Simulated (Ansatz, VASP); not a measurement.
**One calculation of CaSe, two programs**

```
Ca Se
1.0
     0.00000    2.96753    2.96753
     2.96753    0.00000    2.96753
     2.96753    2.96753    0.00000
Ca Se
1 1
Direct
  0.00000 0.00000 0.00000
  0.50000 0.50000 0.50000
```

Alike in both runs: task single point; functional HSE06; k mesh 4 × 4 × 4; no spin polarisation.

|  | VASP | Ansatz |
| --- | --- | --- |
| version | VASP 6.6.1 | Ansatz 0.2.0 |
| potentials or method | VASP PAW PBE potentials, release 64 (Ca_sv, Se) | plane waves, PAW |
| plane-wave cutoff (eV) | 520 | 420 |
| occupations | gaussian, width 0.01 eV | fixed |
| valence electrons in the cell | 16 | 26 |

```tsv
	VASP	Ansatz	Ansatz less VASP
gap on the k mesh at the Fermi level (eV)	3.01	3.00	-0.010
pressure (GPa)	0.3	0.3	-0.06
```

VASP's potentials hold 16 valence electrons a cell and Ansatz's 26, so a difference there can come from the potentials and not from the codes. Ansatz's warnings: stress exchange threshold loose, stress scf threshold loose.

The k mesh is coarse, so the values compare programs but aren't converged.
